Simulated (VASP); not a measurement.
Wanted: the native input for a VASP 6.6.1 run.

```
Task                   : single point
Functional             : LDA
Potentials or basis    : VASP PAW LDA potentials, release 64 (Rh_sv_GW)
Cutoff                 : 530 eV
k mesh                 : 9 × 9 × 4
Occupations            : gaussian, width 0.1 eV
Spin                   : no spin polarisation
Dipole correction      : no
Second run             : valence_matched
Further INCAR settings : ALGO = Normal; EDIFF = 1e-06; NBANDS = 24
```

The structure of Rh lies in POSCAR:

```
Rh
1.0
    2.6640873504      0.0000000000      0.0000000000
   -1.3320436752      2.3071673234      0.0000000000
    0.0000000000      0.0000000000      4.3093709548
Rh
2
Direct
    0.3333333333      0.6666666667      0.2500000000
    0.6666666667      0.3333333333      0.7500000000
```

One way to write it, as run:

INCAR

```
SYSTEM = Rh
ALGO = Normal
EDIFF = 1E-6
ENCUT = 530
GGA = CA
GGA_COMPAT = .FALSE.
ISIF = 2
ISMEAR = 0
LASPH = .TRUE.
LCHARG = .TRUE.
LELF = .TRUE.
LREAL = .FALSE.
LVHAR = .TRUE.
LWAVE = .FALSE.
NBANDS = 24
NELM = 120
PREC = Accurate
SIGMA = 0.1
```

KPOINTS

```
k-points
0
G
  9 9 4
  0 0 0
```

Potentials or basis: VASP PAW LDA potentials, release 64 (Rh_sv_GW).

Launch:

```bash
$ cat potpaw_LDA.64/Rh_sv_GW/POTCAR > POTCAR
$ mpirun -np 1 vasp_std > vasp.out
```

Results of the run:

```json
{
 "Pressure": "-1.9 GPa",
 "Band gap on the k mesh": "zero (band 17 reaches 11.99 eV, above the bottom of band 18 at 9.74 eV)"
}
```

Caveat: the k points lie up to 0.36 Å⁻¹ apart.

Run time: 20 s on 1 thread of Intel(R) Xeon(R) 6975P-C (Granite Rapids) (shared host), peak memory 0.14 GiB.
